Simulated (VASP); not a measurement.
# InP (Fm-3m) in VASP: notebook

The runs below take InP through single point, with PBE.

Program: VASP 6.6.1. These are calculated values, not measurements. Logs are shortened: lines on timing, memory, paths and dates and some standing lists are left out, and cuts for length are marked.

### 1 The cell of the first run

Symmetry: Fm-3m, No. 225, cubic system. The conventional cell has a = 5.540 Å, b = 5.540 Å, c = 5.540 Å, α = 90.00°, β = 90.00°, γ = 90.00°. Within 3.7 Å of In (site symmetry m-3m) lie 6 P at 2.77 Å. P (site symmetry m-3m) has 6 In at 2.77 Å within 3.7 Å.

### 2 Single point, PBE

File INCAR:

```
SYSTEM = InP
PREC = Accurate
ENCUT = 520
EDIFF = 1E-6
ISMEAR = 0
SIGMA = 0.1
LREAL = .FALSE.
LASPH = .TRUE.
NELM = 100
ALGO = Normal
ISIF = 2
LWAVE = .FALSE.
LCHARG = .FALSE.
GGA = PE
NBANDS = 16
```

File KPOINTS:

```
regular mesh
0
G
  14 14 14
  0 0 0
```

File POSCAR:

```
InP
1.0
    0.0000000000      2.7701604149      2.7701604149
    2.7701604149      0.0000000000      2.7701604149
    2.7701604149      2.7701604149      0.0000000000
In P
1 1
Direct
    0.0000000000      0.0000000000      0.0000000000
    0.5000000000      0.5000000000      0.5000000000
```

Potentials or basis: VASP PAW PBE potentials, release 64 (In_d, P).

Run with:

```
$ cat potpaw_PBE.64/In_d/POTCAR potpaw_PBE.64/P/POTCAR > POTCAR
$ mpirun -np 1 vasp_std > vasp.out
```

OUTCAR:

```text
SYSTEM = InP
   PREC = Accurate
   ENCUT = 520
   EDIFF = 1E-6
   ISMEAR = 0
   LREAL = .FALSE.
   LASPH = .TRUE.
   NELM = 100
   ISIF = 2
   GGA = PE

 ion  position               nearest neighbor table
   1  0.000  0.000  0.000-   2 2.77   2 2.77   2 2.77   2 2.77   2 2.77   2 2.77
   2  0.500  0.500  0.500-   1 2.77   1 2.77   1 2.77   1 2.77   1 2.77   1 2.77

  LATTYP: Found a face centered cubic cell.
 ALAT       =     5.5403208298

  Lattice vectors:

 A1 = (   0.0000000000,   2.7701604149,   2.7701604149)
 A2 = (   2.7701604149,   0.0000000000,   2.7701604149)
 A3 = (   2.7701604149,   2.7701604149,   0.0000000000)

Analysis of symmetry for initial positions (statically):
=====================================================================
 Subroutine PRICEL returns:
 Original cell was already a primitive cell.

 Routine SETGRP: Setting up the symmetry group for a
 face centered cubic supercell.

 Subroutine GETGRP returns: Found 48 space group operations
[... 9 lines left out ...]

 Routine SETGRP: Setting up the symmetry group for a
 face centered cubic supercell.

 Subroutine GETGRP returns: Found 48 space group operations
[... 11 lines left out ...]
                                     Primitive cell

  volume of cell :      42.5153

  direct lattice vectors                    reciprocal lattice vectors
     0.000000000  2.770160415  2.770160415    -0.180494962  0.180494962  0.180494962
     2.770160415  0.000000000  2.770160415     0.180494962 -0.180494962  0.180494962
     2.770160415  2.770160415  0.000000000     0.180494962  0.180494962 -0.180494962

  length of vectors
     3.917598429  3.917598429  3.917598429     0.312626445  0.312626445  0.312626445

  position of ions in fractional coordinates (direct lattice)
     0.000000000  0.000000000  0.000000000
     0.500000000  0.500000000  0.500000000

  ion indices of the primitive-cell ions
   primitive index   ion index
                 1           1
                 2           2

----------------------------------------------------------------------------------------

 KPOINTS: regular mesh

Automatic generation of k-mesh.
 Grid dimensions read from file:
 generate k-points for:   14   14   14

 Generating k-lattice:

  Cartesian coordinates                     Fractional coordinates (reciprocal lattice)
    -0.012892497  0.012892497  0.012892497     0.071428571  0.000000000  0.000000000
     0.012892497 -0.012892497  0.012892497     0.000000000  0.071428571  0.000000000
     0.012892497  0.012892497 -0.012892497     0.000000000  0.000000000  0.071428571

  Length of vectors
     0.022330460  0.022330460  0.022330460

  Shift w.r.t. Gamma in fractional coordinates (k-lattice)
     0.000000000  0.000000000  0.000000000

 Subroutine IBZKPT returns following result:
 ===========================================

 Found    104 irreducible k-points:

 Following reciprocal coordinates:
            Coordinates               Weight
  0.000000  0.000000  0.000000      1.000000
  0.071429  0.000000  0.000000      8.000000
  0.142857  0.000000  0.000000      8.000000
  0.214286  0.000000  0.000000      8.000000
  0.285714  0.000000  0.000000      8.000000
  0.357143  0.000000  0.000000      8.000000
[... 16 lines left out ...]
  0.214286  0.142857  0.000000     24.000000
  0.285714  0.142857  0.000000     24.000000
 [... further k-points ...]
   k-points           NKPTS =    104   k-points in BZ     NKDIM =    104   number of bands    NBANDS=     16
   number of dos      NEDOS =    301   number of ions     NIONS =      2
   total plane-waves  NPLWV =  27000
   dimension x,y,z NGX =    30 NGY =   30 NGZ =   30
   dimension x,y,z NGXF=    60 NGYF=   60 NGZF=   60
   ions per type =               1   1
   NGX,Y,Z   is equivalent  to a cutoff of  12.73, 12.73, 12.73 a.u.
   NGXF,Y,Z  is equivalent  to a cutoff of  25.46, 25.46, 25.46 a.u.
 SYSTEM =  InP
   PREC   = accura    normal or accurate (medium, high low for compatibility)
   ISTART =      0    job   : 0-new  1-cont  2-samecut
   ICHARG =      2    charge: 1-file 2-atom 10-const
   ISPIN  =      1    spin polarized calculation?
   LNONCOLLINEAR =      F non collinear calculations
   LSORBIT =      F    spin-orbit coupling
   LASPH  =      T    aspherical Exc in radial PAW
   ENCUT  =  520.0 eV  38.22 Ry    6.18 a.u.   7.28  7.28  7.28*2*pi/ulx,y,z
   NELM   =    100;   NELMIN=  2; NELMDL= -5     # of ELM steps
   EDIFF  = 0.1E-05   stopping-criterion for ELM
   LREAL  =      F    real-space projection
   EDIFFG = 0.1E-04   stopping-criterion for IOM
   NSW    =      0    number of steps for IOM
   IBRION =     -1    ionic relax: 0-MD 1-quasi-New 2-CG
   NFREE  =      0    steps in history (QN), initial steepest desc. (CG)
   ISIF   =      2    stress and relaxation
   ISYM   =      2    0-nonsym 1-usesym 2-fastsym
   POTIM  = 0.5000    time-step for ionic-motion
   TEBEG  =    0.0;   TEEND  =   0.0 temperature during run
   PSTRESS=    0.0 pullay stress
   NELECT =      18.0000    total number of electrons
   NUPDOWN=      -1.0000    fix difference up-down
   EMIN   =  10.00;   EMAX   =-10.00  energy-range for DOS
   EFERMI =   0.00;   METHOD = LEGACY
   ISMEAR =     0;   SIGMA  =   0.10  broadening in eV -4-tet -1-fermi 0-gaus
   EFERMI_NEDOS =   21; number of points for ismear=-14 and -15
   IALGO  =     38    algorithm
   IMIX   =      4    mixing-type and parameters
     AMIX     =   0.40;   BMIX     =  1.00
     AMIX_MAG =   1.60;   BMIX_MAG =  1.00
  volume/ion in A,a.u.               =      21.26       143.45
  Fermi-wavevector in a.u.,A,eV,Ry     =   1.229280  2.323002 20.560156  1.511129
  Thomas-Fermi vector in A             =   2.364173
   LORBIT       =      0    0 simple, 1 ext, 2 COOP (PROOUT), +10 PAW based schemes
   GGA     = PE    functional components
   LHFCALC =     F    Hartree Fock is set to
   AEXX    =    0.0000 exact exchange contribution
   IVDW    =     0    specifies the selected vdW correction
   LEPSILON=     F    determine dielectric tensor
   LRPA    =     F    only Hartree local field effects (RPA)
 non-spin polarized calculation
 Gauss-broadening in eV      SIGMA  =   0.10
  energy-cutoff  :      520.00
  volume of cell :       42.52
 maximum number of plane-waves:      1163
 NGX is ok and might be reduce to    30
   NGX = 15   NGY = 15   NGZ = 15

 number of electron      18.0000009 magnetization

 Free energy of the ion-electron system (eV)
  ---------------------------------------------------
  ext. energy  EPLUGINS =         0.00000000
  ---------------------------------------------------
  free energy    TOTEN  =        -7.91801577 eV

  energy without entropy =       -7.91149050  energy(sigma->0) =       -7.91475313

 E-fermi :   6.9825     XC(G=0): -10.3901

 val. band max:        6.9706337589   @ k =   0.5000   0.3571   0.0714
 cond. band min:       6.9910426014   @ k =  -0.3571   0.1429   0.0000
 fundamental gap:      0.0204088425
 Fermi energy:         6.9824697466

 k-point     1 :       0.0000    0.0000    0.0000
  band No.  band energies     occupation
      1      -7.1888      2.00000
      2      -7.1888      2.00000
      3      -7.1689      2.00000
      4      -7.1689      2.00000
      5      -7.1689      2.00000
      6      -4.9829      2.00000
[... 8 lines left out ...]
     15      15.4903      0.00000
     16      15.4903      0.00000

 k-point     2 :       0.0714    0.0000    0.0000
  band No.  band energies     occupation
      1      -7.1910      2.00000
      2      -7.1910      2.00000
      3      -7.1690      2.00000
      4      -7.1658      2.00000
      5      -7.1658      2.00000
      6      -4.9194      2.00000
[... 8 lines left out ...]
     15      14.9393      0.00000
     16      15.4955      0.00000

 k-point     3 :       0.1429    0.0000    0.0000
  band No.  band energies     occupation
      1      -7.1988      2.00000
      2      -7.1988      2.00000
      3      -7.1696      2.00000
      4      -7.1552      2.00000
      5      -7.1552      2.00000
      6      -4.7307      2.00000
[... 8 lines left out ...]
     15      14.8913      0.00000
     16      15.3459      0.00000

 k-point     4 :       0.2143    0.0000    0.0000
  band No.  band energies     occupation
      1      -7.2113      2.00000
      2      -7.2113      2.00000
      3      -7.1712      2.00000
      4      -7.1388      2.00000
      5      -7.1388      2.00000
      6      -4.4237      2.00000
[... 8 lines left out ...]
     15      15.3907      0.00000
     16      15.3907      0.00000

 k-point     5 :       0.2857    0.0000    0.0000
  band No.  band energies     occupation
      1      -7.2254      2.00000
      2      -7.2254      2.00000
      3      -7.1737      2.00000
      4      -7.1201      2.00000
      5      -7.1201      2.00000
      6      -4.0152      2.00000
[... 8 lines left out ...]
     15      16.1168      0.00000
     16      16.1168      0.00000

 k-point     6 :       0.3571    0.0000    0.0000
  band No.  band energies     occupation
      1      -7.2382      2.00000
      2      -7.2382      2.00000
      3      -7.1765      2.00000
      4      -7.1031      2.00000
      5      -7.1031      2.00000
      6      -3.5456      2.00000
[... 8 lines left out ...]
     15      16.9831      0.00000
     16      16.9831      0.00000

 k-point     7 :       0.4286    0.0000    0.0000
  band No.  band energies     occupation
      1      -7.2470      2.00000
      2      -7.2470      2.00000
      3      -7.1787      2.00000
      4      -7.0912      2.00000
      5      -7.0912      2.00000
      6      -3.1122      2.00000
[... 8 lines left out ...]
     15      17.8503      0.00000
     16      17.8503      0.00000

 k-point     8 :       0.5000    0.0000    0.0000
  band No.  band energies     occupation
      1      -7.2502      2.00000
      2      -7.2502      2.00000
      3      -7.1796      2.00000
      4      -7.0870      2.00000
      5      -7.0870      2.00000
      6      -2.9166      2.00000
[... 8 lines left out ...]
     15      18.2967      0.00000
     16      18.2967      0.00000

 k-point     9 :       0.0714    0.0714    0.0000
  band No.  band energies     occupation
      1      -7.1968      2.00000
      2      -7.1865      2.00000
      3      -7.1716      2.00000
      4      -7.1638      2.00000
      5      -7.1638      2.00000
      6      -4.8974      2.00000
[... 8 lines left out ...]
     15      15.9272      0.00000
     16      15.9272      0.00000
[... 172 lines left out ...]
 k-point    19 :      -0.2143    0.0714    0.0000
  band No.  band energies     occupation
      1      -7.2210      2.00000
      2      -7.2153      2.00000
      3      -7.1713      2.00000
      4      -7.1376      2.00000
      5      -7.1267      2.00000
      6      -4.2376      2.00000
[... 8 lines left out ...]
     15      15.6868      0.00000
     16      16.5918      0.00000

 k-point    20 :      -0.1429    0.0714    0.0000
  band No.  band energies     occupation
      1      -7.2084      2.00000
      2      -7.2012      2.00000
      3      -7.1706      2.00000
      4      -7.1531      2.00000
      5      -7.1433      2.00000
      6      -4.5827      2.00000
[... 8 lines left out ...]
     15      15.8316      0.00000
     16      15.9090      0.00000

 k-point    21 :      -0.0714    0.0714    0.0000
  band No.  band energies     occupation
      1      -7.1981      2.00000
      2      -7.1923      2.00000
      3      -7.1701      2.00000
      4      -7.1627      2.00000
      5      -7.1572      2.00000
      6      -4.8134      2.00000
[... 8 lines left out ...]
     15      15.3607      0.00000
     16      15.9264      0.00000

 k-point    22 :       0.1429    0.1429    0.0000
  band No.  band energies     occupation
      1      -7.2255      2.00000
      2      -7.1799      2.00000
      3      -7.1791      2.00000
      4      -7.1493      2.00000
      5      -7.1493      2.00000
      6      -4.6353      2.00000
[... 8 lines left out ...]
     15      16.9408      0.00000
     16      16.9408      0.00000

 k-point    23 :       0.2143    0.1429    0.0000
  band No.  band energies     occupation
      1      -7.2472      2.00000
      2      -7.1821      2.00000
      3      -7.1814      2.00000
      4      -7.1395      2.00000
      5      -7.1352      2.00000
      6      -4.3974      2.00000
[... 8 lines left out ...]
     15      16.7847      0.00000
     16      17.1701      0.00000

 k-point    24 :       0.2857    0.1429    0.0000
  band No.  band energies     occupation
      1      -7.2680      2.00000
      2      -7.1908      2.00000
      3      -7.1814      2.00000
      4      -7.1299      2.00000
      5      -7.1163      2.00000
      6      -4.0467      2.00000
[... 8 lines left out ...]
     15      17.1266      0.00000
     16      17.2866      0.00000

 [... further k-points ...]

------------------------ aborting loop because EDIFF is reached ----------------------------------------

  FORCE on cell =-STRESS in cart. coord.  units (eV):
  Direction    XX          YY          ZZ          XY          YZ          ZX
  --------------------------------------------------------------------------------------
  -------------------------------------------------------------------------------------
  Total       -0.0123325     -0.0123325     -0.0123325      0.0000000      0.0000000      0.0000000
  in kB       -0.4647486     -0.4647486     -0.4647486      0.0000000      0.0000000      0.0000000
  external PRESSURE =      -0.4647486 kB  Pullay stress =       0.0000000 kB

 VOLUME and BASIS-vectors are now :
 -----------------------------------------------------------------------------
  energy-cutoff  :      520.00
  volume of cell :       42.52
      direct lattice vectors                 reciprocal lattice vectors
     0.000000000  2.770160415  2.770160415    -0.180494962  0.180494962  0.180494962
     2.770160415  0.000000000  2.770160415     0.180494962 -0.180494962  0.180494962
     2.770160415  2.770160415  0.000000000     0.180494962  0.180494962 -0.180494962

 POSITION                                       TOTAL-FORCE (eV/Angst)
 -----------------------------------------------------------------------------------
      0.00000      0.00000      0.00000         0.000000     -0.000000     -0.000000
      2.77016      2.77016      2.77016        -0.000000      0.000000      0.000000
 -----------------------------------------------------------------------------------
    total drift:                               -0.000000      0.000000      0.000000

  FREE ENERGIE OF THE ION-ELECTRON SYSTEM (eV)
  ---------------------------------------------------
  free  energy   TOTEN  =        -7.9180157678 eV

  energy  without entropy=       -7.9114904985  energy(sigma->0) =       -7.91475313
```

Run time: 85 s. Hardware: 1 thread of Intel Xeon Platinum 8175M at 2.50GHz (Skylake/Cascade Lake), shared host; peak memory 0.21 GiB.

What came out:

- Free energy: -7.9180 eV
- Pressure: 0.0 GPa
- Band gap on the k mesh: zero (band 9 reaches 7.32 eV, above the bottom of band 10 at 4.69 eV)

Levels at points of the mesh, in eV from the Fermi level:
```csv
k point,band 6,band 7,band 8,band 9,band 10,band 11,band 12,band 13
"(0.00, 0.00, 0.00)",-11.97,-0.25,-0.25,-0.25,0.55,7.14,7.14,7.14
"(0.50, 0.00, 0.00)",-9.90,-6.59,0.18,0.18,2.53,3.45,3.45,5.22
"(0.50, 0.50, 0.00)",-8.80,-4.90,-2.46,-2.29,-2.29,3.88,9.89,9.89
```

Caveat: spin-orbit coupling is left out, which moves the levels of the heavy elements.

(Continued in part 2 of 2.)
